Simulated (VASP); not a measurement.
A run of VASP 6.6.1 is set up as follows.

POSCAR

```
SiO2
1.0
    0.0000000000      2.2641691173      2.2641691173
    2.2188857349      0.0000000000      2.2641691173
    2.2188857349      2.2641691173      0.0000000000
Si O
1 2
Direct
    0.0000000000      0.0000000000      0.0000000000
    0.2500000000      0.2500000000      0.2500000000
    0.7500000000      0.7500000000      0.7500000000
```

Contents of INCAR.step1:

```
SYSTEM = SiO2
PREC     = Accurate       ! precision mode
ENCUT    = 520            ! plane-wave cutoff, eV
EDIFF    = 1E-5           ! SCF threshold, eV
ISMEAR   = 0              ! smearing method
SIGMA    = 0.01           ! smearing width, eV
LREAL    = .False.        ! projectors in reciprocal space
LASPH    = .True.         ! aspherical terms in the spheres
NELM     = 100            ! most SCF steps
ALGO     = Normal         ! electronic algorithm
ISIF     = 2              ! what is computed and relaxed
LWAVE    = .True.         ! write WAVECAR
GGA      = PE             ! functional
NBANDS   = 15             ! bands
```

INCAR.step2

```
SYSTEM = SiO2
PREC     = Accurate       ! precision mode
ENCUT    = 520            ! plane-wave cutoff, eV
EDIFF    = 1E-6           ! SCF threshold, eV
ISMEAR   = 0              ! smearing method
SIGMA    = 0.01           ! smearing width, eV
LREAL    = .False.        ! projectors in reciprocal space
LASPH    = .True.         ! aspherical terms in the spheres
NELM     = 100            ! most SCF steps
ALGO     = Normal         ! electronic algorithm
ISIF     = 2              ! what is computed and relaxed
LWAVE    = .False.        ! write WAVECAR
LCHARG   = .True.         ! write CHGCAR
GGA      = PE             ! functional
LHFCALC  = .True.         ! exact exchange
HFSCREEN = 0.2079         ! screening, 1/A
PRECFOCK = Normal       
LELF     = .True.         ! ELF
LVHAR    = .True.       
ISTART   = 1            
NBANDS   = 15             ! bands
```

KPOINTS

```
Automatic mesh
0
Gamma
  6 6 6
  0 0 0
```

Potentials or basis: VASP PAW PBE potentials, release 64 (Si, O).

Run with:

```console
$ cat potpaw_PBE.64/Si/POTCAR potpaw_PBE.64/O/POTCAR > POTCAR
$ cp INCAR.step1 INCAR
$ mpirun -np 1 vasp_std > vasp.out
$ cp INCAR.step2 INCAR
$ mpirun -np 1 vasp_std > vasp.out
```

Task: Predict the pressure.

Result: 2.7 GPa.

Task: Predict the band gap on the k mesh.

Result: 3.16 eV.

Stress tensor (GPa, compression positive):
```
18.46  0.00  0.00
 0.00 -5.15  0.00
 0.00  0.00 -5.15
```

Caveat: the cell differs from its parent crystal (uniaxial x strain -2.0%); the stress differs along the axes, from -5 to 18 GPa; the structure was generated, so it needn't be the stable form of SiO2; the PAW data sets were made with another functional, which shifts forces and pressure a little. A k mesh can miss the band edges.
